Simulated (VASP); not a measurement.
# Li2S: single point with LDA

The system is Li2S.

```
S Li
1.0
     0.00000    2.90029    2.90029
     2.90029    0.00000    2.90029
     2.90029    2.90029    0.00000
S Li
1 2
Direct
  0.00000 0.00000 0.00000
  0.75000 0.75000 0.75000
  0.25000 0.25000 0.25000
```

| Item | Value |
| --- | --- |
| Program | VASP 6.6.1 |
| Task | single point |
| Functional | LDA |
| Potentials or basis | VASP PAW LDA potentials, release 64 (S, Li_sv) |
| Cutoff | 750 eV |
| k mesh | 7 × 7 × 7 |
| Occupations | fermi-dirac, width 0.05 eV |
| Spin | no spin polarisation |

```
Pressure               : -4.6 GPa
Band gap on the k mesh : 3.34 eV (least direct gap 3.80 eV)
```

Levels at points of the mesh, in eV from the valence-band top:
| k point | band 2 | band 3 | band 4 | band 5 | band 6 | band 7 | band 8 | band 9 | band 10 | band 11 |
| --- | --- | --- | --- | --- | --- | --- | --- | --- | --- | --- |
| (0.00, 0.00, 0.00) | -43.26 | -10.84 | 0.00 | 0.00 | 0.00 | 3.80 | 5.99 | 5.99 | 5.99 | 10.98 |

It took 22 s on 1 thread of Intel(R) Xeon(R) Platinum 8259CL CPU @ 2.50GHz (Skylake/Cascade Lake), on a shared host, peak memory 0.19 GiB.

Caveat: the cell stands under tension; an odd mesh through Γ misses points on the zone boundary, where band edges can lie.
